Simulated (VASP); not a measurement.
Input of a VASP 6.6.1 run:

INCAR

```
ALGO     = Normal         # electronic algorithm
EDIFF    = 1E-6           # SCF threshold, eV
EDIFFG   = -0.04          # ionic threshold
ENCUT    = 600            # plane-wave cutoff, eV
GGA      = PE             # functional
IBRION   = 2              # ionic algorithm
ISIF     = 3              # what is computed and relaxed
ISMEAR   = 0              # smearing method
LASPH    = True           # aspherical terms in the spheres
LCHARG   = False          # write CHGCAR
LREAL    = False          # projectors in reciprocal space
LWAVE    = False          # write WAVECAR
NELM     = 100            # most SCF steps
NSW      = 90             # ionic steps
PREC     = Accurate       # precision mode
SIGMA    = 0.1            # smearing width, eV
```

The input KPOINTS:

```
k-points
0
Gamma
  6 6 2
```

POSCAR

```
Si2Mo
1.0
    3.8037288900      0.0000000000      0.0000000000
   -1.9018644400      3.2941258400      0.0000000000
    0.0000000000      0.0000000000      8.6213034100
Si Mo
4 2
Direct
    0.5000000000      0.0000000000      0.0000000000
    0.0000000000      0.5000000000      0.0000000000
    0.5000000000      0.5000000000      0.0000000000
    0.0000000000      0.0000000000      0.0000000000
    0.3333333300      0.6666666700      0.5000000000
    0.6666666700      0.3333333300      0.5000000000
```

Potentials or basis: VASP PAW PBE potentials, release 64 (Si, Mo_sv).

Launch:

```sh
$ cat potpaw_PBE.64/Si/POTCAR potpaw_PBE.64/Mo_sv/POTCAR > POTCAR
$ mpirun -np 1 vasp_std > vasp.out
```

Problem. Estimate the space group after relaxing (to 0.1 Å).

Solution. P6/mmm (No. 191).

Problem. Predict the relaxed volume.

Solution. 16.15 Å³/atom.

Problem. Predict the band gap on the k mesh.

Solution. Zero (bands 22 and 23 overlap by 1.60 eV).

Problem. What does it give for the relaxed cell?

Solution. a = 5.217 Å, b = 5.217 Å, c = 4.111 Å, α = 90.00°, β = 90.00°, γ = 120.00°.

Stress tensor (GPa, compression positive):
```
-0.15  0.00  0.00
 0.00 -0.15  0.00
 0.00  0.00  0.08
```

Caveat: the k points lie up to 0.76 Å⁻¹ apart in the final cell, too coarse for converged energies and pressures of a metal; a cell axis changed by over 15 % at a fixed basis, so the end point is rough.
